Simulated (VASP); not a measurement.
A run of VASP 6.6.1 is set up as follows.

Contents of INCAR:

```
SYSTEM = YTaSe3
ALGO     = Normal         ! electronic algorithm
EDIFF    = 1E-7           ! SCF threshold, eV
EDIFFG   = -0.01          ! ionic threshold
ENCUT    = 500            ! plane-wave cutoff, eV
GGA      = PE             ! functional
GGA_COMPAT= .False.      
IBRION   = 2              ! ionic algorithm
ISIF     = 3              ! what is computed and relaxed
ISMEAR   = 0              ! smearing method
LASPH    = .True.         ! aspherical terms in the spheres
LCHARG   = .False.        ! write CHGCAR
LREAL    = .False.        ! projectors in reciprocal space
LWAVE    = .False.        ! write WAVECAR
NELM     = 120            ! most SCF steps
NELMIN   = 4            
NSW      = 100            ! ionic steps
PREC     = Accurate       ! precision mode
SIGMA    = 0.1            ! smearing width, eV
```

KPOINTS

```
k-points
0
Gamma
  8 8 8
  0 0 0
```

File POSCAR:

```
YTaSe3
1.0
    5.0173583375      0.0000000000      0.0000000000
    0.0000000000      5.0173583375      0.0000000000
    0.0000000000      0.0000000000      5.0173583375
Y Ta Se
1 1 3
Direct
    0.5000000000      0.5000000000      0.5000000000
    0.0000000000      0.0000000000      0.0000000000
    0.5000000000      0.0000000000      0.0000000000
    0.0000000000      0.5000000000      0.0000000000
    0.0000000000      0.0000000000      0.5000000000
```

Potentials or basis: VASP PAW PBE potentials, release 64 (Y_sv, Ta_pv, Se).

Run with:

```bash
$ cat potpaw_PBE.64/Y_sv/POTCAR potpaw_PBE.64/Ta_pv/POTCAR potpaw_PBE.64/Se/POTCAR > POTCAR
$ mpirun -np 1 vasp_std > vasp.out
```

Q: Estimate the space group after relaxing (to 0.1 Å).

A: Pm-3m (No. 221).

Q: What does it give for the relaxed volume?

A: 25.19 Å³/atom.

Q: Predict the relaxed cell.

A: a = 5.012 Å, b = 5.012 Å, c = 5.012 Å, α = 90.00°, β = 90.00°, γ = 90.00°.

Step by step:
| step | energy change (eV) | largest force (eV/Å) | pressure (GPa) | volume (Å³) |
| --- | --- | --- | --- | --- |
| 1 | 0.0000 | 0.0000 | -0.24 | 126.31 |
| 2 | -0.0001 | 0.0000 | 0.22 | 125.61 |
| 3 | -0.0003 | 0.0000 | 0.00 | 125.93 |

Caveat: the highest band is partly filled, so the run has too few bands.
